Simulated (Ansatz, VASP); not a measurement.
In in VASP and in Ansatz

```xyz
3
Lattice="3.9434 0.0000 0.0000 -1.9717 3.4151 0.0000 0.0000 0.0000 6.2163" Properties=species:S:1:pos:R:3 pbc="T T T"
In    1.9717    1.1384    4.5066
In    1.9717    1.1384    1.7097
In    0.0000    0.0000    0.0000
```

Alike in both runs: task single point; functional PBE; k mesh 6 × 6 × 4; occupations gaussian, width 0.1 eV; no spin polarisation.

|  | VASP | Ansatz |
| --- | --- | --- |
| version | VASP 6.6.1 | Ansatz 0.2.0 |
| potentials or method | VASP PAW PBE potentials, release 64 (In_d), cutoff 520 eV | scalar-relativistic, plane waves, PAW |
| valence electrons in the cell | 39 | 39 |

VASP gave:

| Property | Result |
| --- | --- |
| gap on the k mesh at the Fermi level (eV) | none |
| pressure (GPa) | 6.9 |
| traceless stress, the component that is largest in VASP (GPa) | 2.73 |
| rms of the force components (eV/Å) | 0.358 |

Q: Estimate Ansatz's values.

A: gap on the k mesh at the Fermi level (eV): none; pressure (GPa): 6.9; traceless stress, the component that is largest in VASP (GPa): 2.75; rms of the force components (eV/Å): 0.357.

Atom by atom the forces differ by 0.002 eV/Å (rms over components). A gap of «none» marks a metal or a gap that the smearing closes. The functional is the same, so the differences come from potentials, cutoffs and numerics.
